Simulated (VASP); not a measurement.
Write the native input for VASP 6.6.1 that does the following.

```
Task                   : single point
Functional             : PBE
Potentials or basis    : VASP PAW PBE potentials, release 64 (Ge_d, Ga_d)
Cutoff                 : 520 eV
k mesh                 : 6 × 6 × 6
Occupations            : fermi-dirac, width 0.05 eV
Spin                   : non-collinear spin, zero start, spin-orbit coupling
Starting moments       : [[0.0, 0.0, 0.0], [0.0, 0.0, 0.0]] μB
Dipole correction      : no
Further INCAR settings : ALGO = Normal; EDIFF = 1e-07; NBANDS = 39
```

The structure of GaGe lies in POSCAR:

```
GaGe
1.0
    0.0000000000      2.8978440000      2.8978440000
    2.8978440000      0.0000000000      2.8978440000
    2.8978440000      2.8978440000      0.0000000000
Ge Ga
1 1
Direct
    0.0000000000      0.0000000000      0.0000000000
    0.2500000000      0.2500000000      0.2500000000
```

The input as run:

INCAR

```
SYSTEM = GaGe
PREC = Accurate ; ENCUT = 520
EDIFF = 1E-7 ; ISMEAR = -1
SIGMA = 0.05 ; LREAL = .False.
LASPH = .True. ; NELM = 150
ALGO = Normal ; ISIF = 2
LWAVE = .False. ; LCHARG = .False.
MAGMOM = 0 0 0 0 0 0 ; LORBIT = 11
LSORBIT = .True. ; GGA_COMPAT = .False.
LORBMOM = .True. ; GGA = PE
NBANDS = 39
```

KPOINTS

```
Automatic mesh
0
Gamma
  6 6 6
  0 0 0
```

Potentials or basis: VASP PAW PBE potentials, release 64 (Ge_d, Ga_d).

Run with:

```console
$ cat potpaw_PBE.64/Ge_d/POTCAR potpaw_PBE.64/Ga_d/POTCAR > POTCAR
$ mpirun -np 1 vasp_ncl > vasp.out
```

Results of the run:

| Item | Value |
| --- | --- |
| Pressure | 0.1 GPa |
| Net moment | 0.00 μB per cell |
| Valence electrons inside the program's atomic spheres | Ge 12.31; Ga 11.64 |

Wall time 57 s on 1 thread of Intel(R) Xeon(R) 6975P-C (Granite Rapids) (shared host), peak memory 0.3 GiB.
